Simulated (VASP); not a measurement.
**GaAs: single point with HSE06**

GaAs:

```
Ga As
1.0
     0.00000    2.71778    2.92955
     2.71778    0.00000    2.92955
     2.71778    2.71778    0.00000
Ga As
1 1
Direct
  0.00000 0.00000 0.00000
  0.25000 0.25000 0.25000
```

This cell differs from its parent crystal: epitaxial xy strain -4.1%.

```json
{
  "Program": "VASP 6.6.1",
  "Task": "single point",
  "Functional": "HSE06",
  "Potentials or basis": "VASP PAW PBE potentials, release 64 (Ga_d, As)",
  "Cutoff": "520 eV",
  "k mesh": "6 × 6 × 6",
  "Occupations": "gaussian, width 0.01 eV",
  "Spin": "no spin polarisation"
}
```

| Quantity | Value |
| --- | --- |
| Pressure | 4.5 GPa |
| Band gap on the k mesh | 1.56 eV |

Stress tensor (GPa, compression positive):
```
6.48 0.00 0.00
0.00 6.48 0.00
0.00 0.00 0.55
```

Levels at points of the mesh, in eV from the valence-band top:
| k point | band 7 | band 8 | band 9 | band 10 | band 11 | band 12 |
| --- | --- | --- | --- | --- | --- | --- |
| (0.00, 0.00, 0.00) | -0.53 | 0.00 | 0.00 | 1.56 | 4.36 | 4.36 |
| (0.50, 0.00, 0.00) | -7.63 | -1.82 | -1.10 | 1.61 | 5.15 | 5.62 |
| (0.50, 0.50, 0.00) | -8.10 | -2.85 | -2.85 | 2.18 | 2.65 | 11.69 |
| (0.50, 0.00, 0.50) | -7.58 | -3.43 | -3.37 | 1.66 | 1.90 | 11.10 |

Run time: 67 min on 1 thread of Intel(R) Xeon(R) Platinum 8559C (Emerald Rapids), on a shared host, peak memory 0.3 GiB.

Caveat: the cell differs from its parent crystal (epitaxial xy strain -4.1%); the stress differs along the axes, from 1 to 6 GPa; the PAW data sets were made with another functional, which shifts forces and pressure a little. A k mesh can miss the band edges.
